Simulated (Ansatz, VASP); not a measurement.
**CdTe: VASP beside Ansatz**

INCAR

```
SYSTEM = CdTe
  PREC = Accurate
  ENCUT = 520
  EDIFF = 1E-6
  ISMEAR = 0
  SIGMA = 0.01
  LREAL = .False.
  LASPH = .True.
  NELM = 80
  ALGO = Normal
  ISIF = 2
  LWAVE = .False.
  LCHARG = .False.
  GGA = PE
  NBANDS = 16
```

File KPOINTS:

```
Automatic mesh
0
Gamma
  6 6 6
  0 0 0
```

POSCAR

```
CdTe
1.0
    0.0000000000      3.3753227374      3.3753227374
    3.3753227374      0.0000000000      3.3753227374
    3.3753227374      3.3753227374      0.0000000000
Cd Te
1 1
Direct
    0.0000000000      0.0000000000      0.0000000000
    0.2500000000      0.2500000000      0.2500000000
```

Input for Ansatz:

```yaml
crystal:
  lattice:
    - [0.0, 3.3753227374, 3.3753227374]
    - [3.3753227374, 0.0, 3.3753227374]
    - [3.3753227374, 3.3753227374, 0.0]
  atoms:
    - { symbol: Cd, position: [0.0, 0.0, 0.0] }
    - { symbol: Te, position: [0.25, 0.25, 0.25] }
kpoints:
  mp_grid: { grid: [6, 6, 6] }
hamiltonian:
  xc: pbe
scf:
  occupations: { method: fixed }
  n_extra_bands: 4
output:
  forces: true
  stress: true
  eigenvalues: true
```

Alike in both runs: task single point; functional PBE; k mesh 6 × 6 × 6; no spin polarisation.

```csv
,VASP,Ansatz
version,VASP 6.6.1,Ansatz 0.2.0
potentials or method,"VASP PAW PBE potentials, release 64 (Cd, Te)","plane waves, PAW"
plane-wave cutoff (eV),520,420
occupations,"gaussian, width 0.01 eV",fixed
valence electrons in the cell,18,36
```

Ansatz gave:

```
gap on the k mesh at the Fermi level (eV) : 0.41
pressure (GPa)                            : -1.8
```

**Question.** Which values does VASP return?

**Answer.** gap on the k mesh at the Fermi level (eV): 0.41; pressure (GPa): -1.7.

VASP's potentials hold 18 valence electrons a cell and Ansatz's 36, so a difference there can come from the potentials and not from the codes.

Spin-orbit coupling is off throughout.
